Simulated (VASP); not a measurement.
# ZnSe (I-4m2) in VASP: notebook, part 2 of 2

VASP 6.6.1. The steps go on from the part before.

### 4 Single point, PBE

This run uses another cell than the first one, of the same volume but with other edges.

INCAR

```
SYSTEM = ZnSe
PREC = Accurate
ENCUT = 520
EDIFF = 1E-7
ISMEAR = 0
SIGMA = 0.05
LREAL = .False.
LASPH = .True.
NELM = 60
ALGO = Normal
ISIF = 2
LWAVE = .False.
LCHARG = .False.
GGA = PE
NBANDS = 16
```

KPOINTS

```
Automatic mesh
0
Gamma
  10 10 10
  0 0 0
```

POSCAR

```
ZnSe
1.0
    0.0000000000      2.7451851078      3.0197036185
    2.7451851078      0.0000000000      3.0197036185
    2.7451851078      2.7451851078      0.0000000000
Zn Se
1 1
Direct
    0.0000000000      0.0000000000      0.0000000000
    0.7500000000      0.7500000000      0.7500000000
```

Potentials or basis: VASP PAW PBE potentials, release 64 (Zn, Se).

On the command line:

```sh
$ cat potpaw_PBE.64/Zn/POTCAR potpaw_PBE.64/Se/POTCAR > POTCAR
$ mpirun -np 1 vasp_std > vasp.out
```

OUTCAR:

```text
SYSTEM = ZnSe
   PREC = Accurate
   ENCUT = 520
   EDIFF = 1E-7
   ISMEAR = 0
   LREAL = .False.
   LASPH = .True.
   NELM = 60
   ISIF = 2
   GGA = PE

 ion  position               nearest neighbor table
   1  0.000  0.000  0.000-   2 2.46   2 2.46   2 2.46   2 2.46
   2  0.750  0.750  0.750-   1 2.46   1 2.46   1 2.46   1 2.46

  LATTYP: Found a body centered tetragonal cell.
 ALAT       =     3.8822780107
 C/A-ratio  =     1.5556349186

  Lattice vectors:

 A1 = (  -2.7451851078,   0.0000000000,   3.0197036185)
 A2 = (   2.7451851078,   0.0000000000,   3.0197036185)
 A3 = (   0.0000000000,   2.7451851078,  -3.0197036185)

Analysis of symmetry for initial positions (statically):
=====================================================================
 Subroutine PRICEL returns:
 Original cell was already a primitive cell.

 Routine SETGRP: Setting up the symmetry group for a
 body centered tetragonal supercell.

 Subroutine GETGRP returns: Found  8 space group operations
 (whereof  8 operations were pure point group operations)
 out of a pool of 16 trial point group operations.

The static configuration has the point symmetry D_2d.

Analysis of symmetry for dynamics (positions and initial velocities):
=====================================================================
 Subroutine PRICEL returns:
 Original cell was already a primitive cell.

 Routine SETGRP: Setting up the symmetry group for a
 body centered tetragonal supercell.

 Subroutine GETGRP returns: Found  8 space group operations
 (whereof  8 operations were pure point group operations)
 out of a pool of 16 trial point group operations.

The dynamic configuration has the point symmetry D_2d.

 Subroutine INISYM returns: Found  8 space group operations
 (whereof  8 operations are pure point group operations),
 and found     1 'primitive' translations

----------------------------------------------------------------------------------------

                                     Primitive cell

  volume of cell :      45.5132

[... 109 lines left out ...]
  volume/ion in A,a.u.               =      22.76       153.57
  Fermi-wavevector in a.u.,A,eV,Ry     =   1.201673  2.270834 19.647073  1.444019
  Thomas-Fermi vector in A             =   2.337476
   LORBIT       =      0    0 simple, 1 ext, 2 COOP (PROOUT), +10 PAW based schemes
   GGA     = PE    functional components
   LHFCALC =     F    Hartree Fock is set to
   AEXX    =    0.0000 exact exchange contribution
   IVDW    =     0    specifies the selected vdW correction
   LEPSILON=     F    determine dielectric tensor
   LRPA    =     F    only Hartree local field effects (RPA)
 non-spin polarized calculation
 Gauss-broadening in eV      SIGMA  =   0.05
  energy-cutoff  :      520.00
  volume of cell :       45.51
 maximum number of plane-waves:      1251
   NGX = 15   NGY = 15   NGZ = 15

 number of electron      18.0000000 magnetization

 Free energy of the ion-electron system (eV)
  ---------------------------------------------------
  ext. energy  EPLUGINS =         0.00000000
  ---------------------------------------------------
  free energy    TOTEN  =        -5.98808864 eV

  energy without entropy =       -5.98808864  energy(sigma->0) =       -5.98808864

 E-fermi :   1.9980     XC(G=0):  -9.3309

 val. band max:        1.7423355744   @ k =   0.0000   0.0000   0.0000
 cond. band min:       2.8524315234   @ k =   0.0000   0.0000   0.0000
 fundamental gap:      1.1100959490
 Fermi energy:         1.9980079773

 k-point     1 :       0.0000    0.0000    0.0000
  band No.  band energies     occupation
      1     -11.6303      2.00000
      2      -4.9585      2.00000
      3      -4.9106      2.00000
      4      -4.9106      2.00000
      5      -4.5759      2.00000
      6      -4.5600      2.00000
[... 433 lines left out ...]
      3      -4.7319      2.00000
      4      -4.7231      2.00000
      5      -4.5763      2.00000
      6      -4.5374      2.00000
[... 8 lines left out ...]
     15      15.2312      0.00000
     16      16.0249      0.00000

 [... further k-points ...]

------------------------ aborting loop because EDIFF is reached ----------------------------------------

  FORCE on cell =-STRESS in cart. coord.  units (eV):
  Direction    XX          YY          ZZ          XY          YZ          ZX
  --------------------------------------------------------------------------------------
  -------------------------------------------------------------------------------------
  Total        0.9813851      0.9813851     -0.1097984      0.0000000     -0.0000000      0.0000000
  in kB       34.5471683     34.5471683     -3.8651731      0.0000000     -0.0000000      0.0000000
  external PRESSURE =      21.7430545 kB  Pullay stress =       0.0000000 kB

 VOLUME and BASIS-vectors are now :
 -----------------------------------------------------------------------------
  energy-cutoff  :      520.00
  volume of cell :       45.51
      direct lattice vectors                 reciprocal lattice vectors
     0.000000000  2.745185108  3.019703618    -0.182137080  0.182137080  0.165579164
     2.745185108  0.000000000  3.019703618     0.182137080 -0.182137080  0.165579164
     2.745185108  2.745185108  0.000000000     0.182137080  0.182137080 -0.165579164

 POSITION                                       TOTAL-FORCE (eV/Angst)
 -----------------------------------------------------------------------------------
      0.00000      0.00000      0.00000        -0.000000     -0.000000     -0.000000
      4.11778      4.11778      4.52956         0.000000      0.000000      0.000000
 -----------------------------------------------------------------------------------
    total drift:                                0.000000      0.000000      0.000001

  FREE ENERGIE OF THE ION-ELECTRON SYSTEM (eV)
  ---------------------------------------------------
  free  energy   TOTEN  =        -5.9880886363 eV

  energy  without entropy=       -5.9880886363  energy(sigma->0) =       -5.98808864
```

OSZICAR:

```text
N       E                     dE             d eps       ncg     rms          rms(c)
DAV:   1     0.859743381591E+02    0.85974E+02   -0.87772E+03  3272   0.128E+03
DAV:   2    -0.805792309226E+00   -0.86780E+02   -0.81550E+02  3632   0.250E+02
DAV:   3    -0.623968457276E+01   -0.54339E+01   -0.54122E+01  4000   0.612E+01
DAV:   4    -0.628269022383E+01   -0.43006E-01   -0.43001E-01  3984   0.581E+00
DAV:   5    -0.628288827725E+01   -0.19805E-03   -0.19805E-03  4200   0.358E-01    0.472E+00
DAV:   6    -0.600774923793E+01    0.27514E+00   -0.53919E-01  4840   0.239E+01    0.361E+00
DAV:   7    -0.598808535153E+01    0.19664E-01   -0.15599E-01  3720   0.352E+00    0.154E+00
DAV:   8    -0.598777941725E+01    0.30593E-03   -0.45117E-03  4608   0.680E-01    0.455E-01
DAV:   9    -0.598799163439E+01   -0.21222E-03   -0.11239E-03  3808   0.258E-01    0.665E-02
DAV:  10    -0.598809084261E+01   -0.99208E-04   -0.17695E-04  4312   0.104E-01    0.201E-02
DAV:  11    -0.598808749250E+01    0.33501E-05   -0.31962E-05  3712   0.471E-02    0.479E-03
DAV:  12    -0.598808854483E+01   -0.10523E-05   -0.43055E-06  4408   0.127E-02    0.293E-03
DAV:  13    -0.598808863628E+01   -0.91457E-07   -0.50597E-07  3904   0.543E-03
   1 F= -.59880886E+01 E0= -.59880886E+01  d E =-.248756E-15
```

It took 2.1 min on 1 thread of Intel Xeon 8259CL, shared host; peak memory 0.22 GiB.

Results:

```yaml
Free_energy: -5.9881 eV
Pressure: 2.2 GPa
Band_gap_on_the_k_mesh: 1.11 eV
```

Levels at points of the mesh, in eV from the valence-band top:
| k point | band 6 | band 7 | band 8 | band 9 | band 10 | band 11 | band 12 | band 13 |
| --- | --- | --- | --- | --- | --- | --- | --- | --- |
| (0.00, 0.00, 0.00) | -6.30 | -0.42 | 0.00 | 0.00 | 1.11 | 5.72 | 5.72 | 5.75 |
| (0.50, 0.00, 0.00) | -6.16 | -5.32 | -1.29 | -0.69 | 2.29 | 6.05 | 6.65 | 8.49 |
| (0.50, 0.50, 0.00) | -6.21 | -5.23 | -1.95 | -1.95 | 3.18 | 3.92 | 9.96 | 11.14 |
| (0.50, 0.00, 0.50) | -6.10 | -4.67 | -2.54 | -2.36 | 2.72 | 3.05 | 10.36 | 10.75 |

### 5 The runs side by side

| cell | gap on the mesh (eV) | pressure (GPa) |
| --- | --- | --- |
| a = 4.259, b = 4.259, c = 3.672 Å, angles 64.5, 64.5, 51.1°, 2 atoms | 0.34 | 1.3 |
| a = 3.959, b = 3.959, c = 4.121 Å, angles 58.6, 58.6, 62.7°, 2 atoms | 1.10 | 2.2 |
| a = 4.081, b = 4.081, c = 3.882 Å, angles 61.6, 61.6, 56.8°, 2 atoms | 1.11 | 2.2 |

Alike in all rows: task single point; level PBE; potentials or basis VASP PAW PBE potentials, release 64 (Zn, Se); no spin polarisation; k mesh 10 × 10 × 10; cutoff (eV) 520; smearing gaussian 0.05 eV.

Caveats: the stress differs along the axes, from -8 to 6 GPa (at least some runs); semilocal functionals underestimate gaps, and a narrow one can read as zero (at least some runs).

Absolute energies hang on the potentials; compare differences alone.
